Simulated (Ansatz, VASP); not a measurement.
Two plane-wave programs on CuI

```
I Cu
1.0
     0.00000    3.03150    3.03150
     3.03150    0.00000    3.03150
     3.03150    3.03150    0.00000
I Cu
1 1
Direct
  0.00000 0.00000 0.00000
  0.75000 0.75000 0.75000
```

Alike in both runs: functional HSE06; k mesh 4 × 4 × 4; occupations fermi-dirac, width 0.05 eV; no spin polarisation.

|  | VASP | Ansatz |
| --- | --- | --- |
| version | VASP 6.6.1 | Ansatz 0.2.0 |
| potentials or method | VASP PAW PBE potentials, release 64 (I, Cu) | Ansatz PAW |
| plane-wave cutoff (eV) | 520 | 420 |
| valence electrons in the cell | 18 | 36 |
| task | single point | band structure |

|  | VASP | Ansatz | Ansatz less VASP |
| --- | --- | --- | --- |
| gap on the k mesh at the Fermi level (eV) | 2.59 | 2.64 | +0.052 |
| least direct gap on the mesh (eV) | 2.59 | 2.64 | +0.052 |
| pressure (GPa) | 0.6 | 0.8 | +0.24 |

The functional is the same, so the differences come from potentials, cutoffs and numerics. VASP's potentials hold 18 valence electrons a cell and Ansatz's 36, so a difference there can come from the potentials and not from the codes.

The k mesh is coarse, so the values compare programs but aren't converged. Spin-orbit coupling is off throughout.
